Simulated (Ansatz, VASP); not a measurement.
Two plane-wave programs on CdS

```xyz
2
Lattice="0.0000 3.0288 3.0288 3.0288 0.0000 3.0288 3.0288 3.0288 0.0000" Properties=species:S:1:pos:R:3 pbc="T T T"
Cd    0.0000    0.0000    0.0000
S     1.5144    1.5144    1.5144
```

Alike in both runs: task single point; functional LDA; k mesh 6 × 6 × 6; no spin polarisation.

```csv
,VASP,Ansatz
version,VASP 6.6.1,Ansatz 0.2.0
potentials or method,"VASP PAW LDA potentials, release 64 (Cd, S), cutoff 520 eV","plane waves, PAW"
occupations,"gaussian, width 0.1 eV",gaussian
valence electrons in the cell,18,26
```

```csv
,VASP,Ansatz,Ansatz less VASP
pressure (GPa),-7.0,-7.3,-0.28
```

LDA's correlation is that of Perdew and Zunger in VASP and of Perdew and Wang (1992) in Ansatz. VASP's potentials hold 18 valence electrons a cell and Ansatz's 26, so a difference there can come from the potentials and not from the codes.
